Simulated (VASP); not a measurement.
A run of VASP 6.6.1 is set up as follows.

INCAR

```
SYSTEM = Na2S
PREC = Accurate ; ENCUT = 500
EDIFF = 1E-6 ; ISMEAR = 0
SIGMA = 0.05 ; LREAL = .False.
LASPH = .True. ; NELM = 120
ALGO = Normal ; ISIF = 2
LWAVE = .False. ; LCHARG = .False.
GGA = PE ; IVDW = 12
NBANDS = 17 ; GGA_COMPAT = .False.
```

Contents of KPOINTS:

```
Automatic mesh
0
Gamma
  6 6 6
  0 0 0
```

File POSCAR:

```
Na2S
1.0
    0.0000000000      3.1373213628      3.1373213628
    3.1373213628      0.0000000000      3.1373213628
    3.1373213628      3.1373213628      0.0000000000
S Na
1 2
Direct
    0.0000000000      0.0000000000      0.0000000000
    0.2500000000      0.2500000000      0.2500000000
    0.7500000000      0.7500000000      0.7500000000
```

Potentials or basis: VASP PAW PBE potentials, release 64 (S, Na_pv).

The run is started by

```bash
$ cat potpaw_PBE.64/S/POTCAR potpaw_PBE.64/Na_pv/POTCAR > POTCAR
$ mpirun -np 1 vasp_std > vasp.out
```

Q: Predict the band gap on the k mesh.

A: 2.92 eV.

Q: What does it give for the dispersion energy per atom?

A: -0.268 eV.

Q: Predict the pressure.

A: 3.0 GPa.
